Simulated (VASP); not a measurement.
# AlN (AlN (P6_3mc)) (P6_3mc) in VASP: single point with PBE

Aim: the single point of AlN (AlN (P6_3mc)) with PBE.

Program: VASP 6.6.1. These are calculated values, not measurements. Logs are shortened: lines on timing, memory, paths and dates and some standing lists are left out, and cuts for length are marked.

## (1) The cell of the first run

The structure is hexagonal, space group P6_3mc (No. 186). Conventional cell: a = 3.130 Å, b = 3.130 Å, c = 5.017 Å, α = 90.00°, β = 90.00°, γ = 120.00°. Within 2.5 Å of Al (site symmetry 3m) lie 4 N at 1.90 to 1.91 Å. N (site symmetry 3m) has 4 Al at 1.90 to 1.91 Å within 2.5 Å.

## (2) Single point, PBE

Contents of INCAR:

```
  PREC = Accurate
  ENCUT = 600
  EDIFF = 1E-6
  ISMEAR = -1
  SIGMA = 0.01
  LREAL = F
  LASPH = T
  NELM = 120
  ALGO = Normal
  ISIF = 2
  LWAVE = F
  LCHARG = F
  GGA = PE
  NBANDS = 46
  ISYM = 0
  GGA_COMPAT = F
```

Contents of KPOINTS:

```
Automatic mesh
0
Gamma
  1 1 2
  0.25 0.25 0.25
```

Contents of POSCAR:

```
AlN
1.0
    6.2595139092      0.0000000618      0.0000000000
   -3.1297570081      5.4208980298      0.0000000000
    0.0000000000      0.0000000000      5.0174032950
Al N
8 8
Direct
    0.3333333333      0.1666666667      0.4992353700
    0.1666666667      0.3333333333      0.9992353700
    0.3333333333      0.6666666667      0.4992353700
    0.1666666667      0.8333333333      0.9992353700
    0.8333333333      0.1666666667      0.4992353700
    0.6666666667      0.3333333333      0.9992353700
    0.8333333333      0.6666666667      0.4992353700
    0.6666666667      0.8333333333      0.9992353700
    0.3333333333      0.1666666667      0.8807646300
    0.1666666667      0.3333333333      0.3807646300
    0.3333333333      0.6666666667      0.8807646300
    0.1666666667      0.8333333333      0.3807646300
    0.8333333333      0.1666666667      0.8807646300
    0.6666666667      0.3333333333      0.3807646300
    0.8333333333      0.6666666667      0.8807646300
    0.6666666667      0.8333333333      0.3807646300
```

Potentials or basis: VASP PAW PBE potentials, release 64 (Al, N).

The run is started by

```console
$ cat potpaw_PBE.64/Al/POTCAR potpaw_PBE.64/N/POTCAR > POTCAR
$ mpirun -np 1 vasp_std > vasp.out
```

OUTCAR:

```text
PREC = Accurate
   ENCUT = 600
   EDIFF = 1E-6
   ISMEAR = -1
   LREAL = F
   LASPH = T
   NELM = 120
   ISIF = 2
   GGA = PE
   ISYM = 0

 ion  position               nearest neighbor table
   1  0.333  0.167  0.499-  10 1.90  12 1.90  14 1.90   9 1.91   2 3.09   2 3.09   4 3.09   4 3.09
                             6 3.09   6 3.09   3 3.13   3 3.13   5 3.13   5 3.13   7 3.13   7 3.13
   2  0.167  0.333  0.999-   9 1.90  11 1.90  13 1.90  10 1.91   1 3.09   1 3.09   3 3.09   3 3.09
                             5 3.09   5 3.09   4 3.13   4 3.13   6 3.13   6 3.13   8 3.13   8 3.13
   3  0.333  0.667  0.499-  12 1.90  10 1.90  16 1.90  11 1.91   4 3.09   4 3.09   2 3.09   2 3.09
                             8 3.09   8 3.09   1 3.13   1 3.13   7 3.13   7 3.13   5 3.13   5 3.13
   4  0.167  0.833  0.999-  11 1.90   9 1.90  15 1.90  12 1.91   3 3.09   3 3.09   1 3.09   1 3.09
                             7 3.09   7 3.09   2 3.13   2 3.13   8 3.13   8 3.13   6 3.13   6 3.13
   5  0.833  0.167  0.499-  14 1.90  16 1.90  10 1.90  13 1.91   6 3.09   6 3.09   8 3.09   8 3.09
                             2 3.09   2 3.09   7 3.13   7 3.13   1 3.13   1 3.13   3 3.13   3 3.13
   6  0.667  0.333  0.999-  13 1.90  15 1.90   9 1.90  14 1.91   5 3.09   5 3.09   7 3.09   7 3.09
                             1 3.09   1 3.09   8 3.13   8 3.13   2 3.13   2 3.13   4 3.13   4 3.13
   7  0.833  0.667  0.499-  16 1.90  14 1.90  12 1.90  15 1.91   8 3.09   8 3.09   6 3.09   6 3.09
                             4 3.09   4 3.09   5 3.13   5 3.13   3 3.13   3 3.13   1 3.13   1 3.13
   8  0.667  0.833  0.999-  15 1.90  13 1.90  11 1.90  16 1.91   7 3.09   7 3.09   5 3.09   5 3.09
                             3 3.09   3 3.09   6 3.13   6 3.13   4 3.13   4 3.13   2 3.13   2 3.13
   9  0.333  0.167  0.881-   2 1.90   4 1.90   6 1.90   1 1.91
  10  0.167  0.333  0.381-   1 1.90   3 1.90   5 1.90   2 1.91
  11  0.333  0.667  0.881-   4 1.90   2 1.90   8 1.90   3 1.91
  12  0.167  0.833  0.381-   3 1.90   1 1.90   7 1.90   4 1.91
  13  0.833  0.167  0.881-   6 1.90   8 1.90   2 1.90   5 1.91
  14  0.667  0.333  0.381-   5 1.90   7 1.90   1 1.90   6 1.91
  15  0.833  0.667  0.881-   8 1.90   6 1.90   4 1.90   7 1.91
  16  0.667  0.833  0.381-   7 1.90   5 1.90   3 1.90   8 1.91

IMPORTANT INFORMATION: All symmetrisations will be switched off!
NOSYMM: (Re-)initialisation of all symmetry stuff for point group C_1.

----------------------------------------------------------------------------------------

                                     Primitive cell

  volume of cell :     170.2515

  direct lattice vectors                    reciprocal lattice vectors
     6.259513909  0.000000062  0.000000000     0.159756813  0.092235641  0.000000000
    -3.129757008  5.420898030  0.000000000    -0.000000002  0.184471279  0.000000000
     0.000000000  0.000000000  5.017403295     0.000000000  0.000000000  0.199306283

  length of vectors
     6.259513909  6.259513909  5.017403295     0.184471279  0.184471279  0.199306283

  position of ions in fractional coordinates (direct lattice)
[... 108 lines left out ...]
   EFERMI =   0.00;   METHOD = LEGACY
   ISMEAR =    -1;   SIGMA  =   0.01  broadening in eV -4-tet -1-fermi 0-gaus
   EFERMI_NEDOS =   21; number of points for ismear=-14 and -15
   IALGO  =     38    algorithm
   IMIX   =      4    mixing-type and parameters
     AMIX     =   0.40;   BMIX     =  1.00
     AMIX_MAG =   1.60;   BMIX_MAG =  1.00
  volume/ion in A,a.u.               =      10.64        71.81
  Fermi-wavevector in a.u.,A,eV,Ry     =   1.181511  2.232733 18.993310  1.395969
  Thomas-Fermi vector in A             =   2.317783
   LORBIT       =      0    0 simple, 1 ext, 2 COOP (PROOUT), +10 PAW based schemes
   GGA     = PE    functional components
   LHFCALC =     F    Hartree Fock is set to
   AEXX    =    0.0000 exact exchange contribution
   IVDW    =     0    specifies the selected vdW correction
   LEPSILON=     F    determine dielectric tensor
   LRPA    =     F    only Hartree local field effects (RPA)
 non-spin polarized calculation
  energy-cutoff  :      600.00
  volume of cell :      170.25
 maximum number of plane-waves:      5678
   NGX = 25   NGY = 25   NGZ = 21

 number of electron      63.9999991 magnetization

 Free energy of the ion-electron system (eV)
  ---------------------------------------------------
  ext. energy  EPLUGINS =         0.00000000
  ---------------------------------------------------
  free energy    TOTEN  =      -120.67592477 eV

  energy without entropy =     -120.67592477  energy(sigma->0) =     -120.67592477

 E-fermi :   5.8144     XC(G=0): -10.8436

 val. band max:        5.5736956802   @ k =  -0.2500   0.5000   0.1250
 cond. band min:      11.3315011136   @ k =  -0.2500  -0.2500   0.1250
 fundamental gap:      5.7578054334
 Fermi energy:         5.8144044461

 k-point     1 :       0.2500    0.2500    0.1250
  band No.  band energies     occupation
      1      -8.5421      2.00000
      2      -7.9115      2.00000
      3      -7.9114      2.00000
      4      -6.9066      2.00000
      5      -6.8874      2.00000
      6      -6.6340      2.00000
[... 553 lines left out ...]
     43      14.7885      0.00000
     44      14.8884      0.00000
 [bands above 44 left out]

------------------------ aborting loop because EDIFF is reached ----------------------------------------

  FORCE on cell =-STRESS in cart. coord.  units (eV):
  Direction    XX          YY          ZZ          XY          YZ          ZX
  --------------------------------------------------------------------------------------
  -------------------------------------------------------------------------------------
  Total       -2.1160586     -2.1160599      1.7399739     -0.0000002     -0.0000059      0.0000053
  in kB      -19.9134916    -19.9135040     16.3742896     -0.0000019     -0.0000551      0.0000503
  external PRESSURE =      -7.8175687 kB  Pullay stress =       0.0000000 kB

 VOLUME and BASIS-vectors are now :
 -----------------------------------------------------------------------------
  energy-cutoff  :      600.00
  volume of cell :      170.25
      direct lattice vectors                 reciprocal lattice vectors
     6.259513909  0.000000062  0.000000000     0.159756813  0.092235641  0.000000000
    -3.129757008  5.420898030  0.000000000    -0.000000002  0.184471279  0.000000000
     0.000000000  0.000000000  5.017403295     0.000000000  0.000000000  0.199306283

 POSITION                                       TOTAL-FORCE (eV/Angst)
 -----------------------------------------------------------------------------------
      1.56488      0.90348      2.50487         0.000002     -0.000013      0.105530
     -0.00000      1.80697      5.01357        -0.000004     -0.000004      0.105541
     -0.00000      3.61393      2.50487         0.000025      0.000020      0.105527
     -1.56488      4.51742      5.01357        -0.000026     -0.000015      0.105554
      4.69464      0.90348      2.50487         0.000002     -0.000038      0.105539
      3.12976      1.80697      5.01357         0.000009      0.000024      0.105536
[... 8 lines left out ...]
      3.12976      3.61393      4.41915         0.000006      0.000017     -0.105541
      1.56488      4.51742      1.91045         0.000019      0.000008     -0.105553
 -----------------------------------------------------------------------------------
    total drift:                               -0.000028      0.000011      0.002772

  FREE ENERGIE OF THE ION-ELECTRON SYSTEM (eV)
  ---------------------------------------------------
  free  energy   TOTEN  =      -120.6759247742 eV

  energy  without entropy=     -120.6759247742  energy(sigma->0) =     -120.67592477
```

OSZICAR:

```text
N       E                     dE             d eps       ncg     rms          rms(c)
DAV:   1     0.284882492322E+03    0.28488E+03   -0.32558E+04  1104   0.142E+03
DAV:   2    -0.111284193939E+03   -0.39617E+03   -0.37797E+03  1432   0.278E+02
DAV:   3    -0.138331873058E+03   -0.27048E+02   -0.26874E+02  1432   0.801E+01
DAV:   4    -0.138678704046E+03   -0.34683E+00   -0.34611E+00  1368   0.957E+00
DAV:   5    -0.138684548355E+03   -0.58443E-02   -0.58408E-02  1370   0.120E+00    0.238E+01
DAV:   6    -0.120628716413E+03    0.18056E+02   -0.69689E+01  1344   0.339E+01    0.823E+00
DAV:   7    -0.120726918366E+03   -0.98202E-01   -0.25776E+00  1328   0.694E+00    0.560E+00
DAV:   8    -0.120686767528E+03    0.40151E-01   -0.25247E-01  1344   0.293E+00    0.811E-01
DAV:   9    -0.120674132906E+03    0.12635E-01   -0.57969E-02  1392   0.906E-01    0.461E-01
DAV:  10    -0.120676316759E+03   -0.21839E-02   -0.97394E-03  1344   0.396E-01    0.249E-01
DAV:  11    -0.120675915170E+03    0.40159E-03   -0.14476E-03  1344   0.157E-01    0.574E-02
DAV:  12    -0.120675925620E+03   -0.10450E-04   -0.46150E-05  1344   0.360E-02    0.223E-02
DAV:  13    -0.120675924118E+03    0.15017E-05   -0.16481E-05  1296   0.184E-02    0.113E-02
DAV:  14    -0.120675924774E+03   -0.65587E-06   -0.29186E-06  1152   0.873E-03
   1 F= -.12067592E+03 E0= -.12067592E+03  d E =-.881698E-11
```

stdout:

```text
POSCAR found type information on POSCAR AlN
 POSCAR found :  2 types and      16 ions
 scaLAPACK will be used
 LDA part: xc-table for (Slater+PW92), standard interpolation
 POSCAR, INCAR and KPOINTS ok, starting setup
 FFT: planning ... GRIDC
 FFT: planning ... GRID_SOFT
 FFT: planning ... GRID
 WAVECAR not read
 entering main loop
```

It took 5.2 min on 1 thread of Intel Xeon 8259CL, shared host; peak memory 0.33 GiB.

What came out:

| Item | Value |
| --- | --- |
| Free energy | -120.6759 eV |
| Pressure | -0.8 GPa |
| Largest force | 0.106 eV/Å |
| Band gap on the k mesh | 5.76 eV |

Forces in eV/Å, atoms in the order of the input:
```
Al   0.000  0.000  0.106
Al   0.000  0.000  0.106
Al   0.000  0.000  0.106
Al   0.000  0.000  0.106
Al   0.000  0.000  0.106
Al   0.000  0.000  0.106
Al   0.000  0.000  0.106
Al   0.000  0.000  0.106
N    0.000  0.000 -0.106
N    0.000  0.000 -0.106
N    0.000  0.000 -0.106
N    0.000  0.000 -0.106
N    0.000  0.000 -0.106
N    0.000  0.000 -0.106
N    0.000  0.000 -0.106
N    0.000  0.000 -0.106
```

Caveat: the k points lie up to 1.16 Å⁻¹ apart. As with any semilocal functional, this PBE gap is likely too small.
